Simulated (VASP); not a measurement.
Input of a VASP 6.6.1 run:

Contents of INCAR:

```
SYSTEM = HC4
PREC = Accurate
ENCUT = 520
EDIFF = 1E-7
ISMEAR = 0
SIGMA = 0.1
LREAL = .FALSE.
LASPH = .TRUE.
NELM = 60
ALGO = Normal
ISIF = 2
LWAVE = .FALSE.
LCHARG = .TRUE.
LDIPOL = .TRUE.
IDIPOL = 3
DIPOL = 0.5 0.5 0.234
GGA = PE
IVDW = 12
LELF = .TRUE.
LVHAR = .TRUE.
LVACPOTAV = .TRUE.
NBANDS = 28
```

Contents of KPOINTS:

```
Automatic mesh
0
G
  6 6 1
  0 0 0
```

Contents of POSCAR:

```
HC4
1.0
    4.9313048819      0.0000000000      0.0000000000
   -2.4656524409      4.2706353015      0.0000000000
    0.0000000000      0.0000000000     18.0000331942
C H
8 2
Direct
    0.3333333333      0.1666666667      0.2222236565
    0.3333333333      0.6666666667      0.2222236565
    0.8333333333      0.1666666667      0.2222236565
    0.8333333333      0.6666666667      0.2222236565
    0.1666666667      0.3333333333      0.2222218124
    0.1666666667      0.8333333333      0.2222218124
    0.6666666667      0.3333333333      0.2222218124
    0.6666666667      0.8333333333      0.2222218124
    0.2401531283      0.1666666667      0.2827791004
    0.4265135384      0.1666666667      0.2827791004
```

Potentials or basis: VASP PAW PBE potentials, release 64 (C, H).

Run with:

```bash
$ cat potpaw_PBE.64/C/POTCAR potpaw_PBE.64/H/POTCAR > POTCAR
$ mpirun -np 1 vasp_std > vasp.out
```

Question: Estimate the band gap on the k mesh.

Answer: Zero (bands 17 and 18 overlap by 0.06 eV).

Question: Predict the largest force.

Answer: 5.074 eV/Å.

Question: Estimate the dispersion energy per atom.

Answer: -0.080 eV.

Forces in eV/Å, atoms in the order of the input:
```
C    0.000 -0.922  0.217
C   -0.334  0.285 -0.203
C    0.000 -0.002 -0.387
C    0.334  0.285 -0.203
C   -3.598  1.974 -1.989
C    0.000 -4.365 -2.587
C    3.598  1.974 -1.989
C    0.000  0.058  0.422
H   -0.948  0.356  3.359
H    0.948  0.356  3.359
```
